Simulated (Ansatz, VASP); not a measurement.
# TaTc: VASP beside Ansatz

```
CELL_PARAMETERS angstrom
3.17200 0.00000 0.00000
0.00000 3.17200 0.00000
0.00000 0.00000 3.17200
ATOMIC_POSITIONS crystal
Ta 0.00000 0.00000 0.00000
Tc 0.50000 0.50000 0.50000
```

Alike in both runs: task single point; functional LDA; k mesh 7 × 7 × 7; no spin polarisation.

|  | VASP | Ansatz |
| --- | --- | --- |
| version | VASP 6.6.1 | Ansatz 0.2.0 |
| potentials or method | VASP PAW LDA potentials, release 64 (Ta_pv, Tc_pv), cutoff 500 eV | plane waves, PAW |
| occupations | methfessel-paxton of order 1, width 0.1 eV | cold, width 0.1 eV |
| valence electrons in the cell | 24 | 28 |

|  | VASP | Ansatz | Ansatz less VASP |
| --- | --- | --- | --- |
| pressure (GPa) | -9.0 | -9.5 | -0.53 |

LDA's correlation is that of Perdew and Zunger in VASP and of Perdew and Wang (1992) in Ansatz. VASP's potentials hold 24 valence electrons a cell and Ansatz's 28, so a difference there can come from the potentials and not from the codes.

Spin-orbit coupling is off throughout.
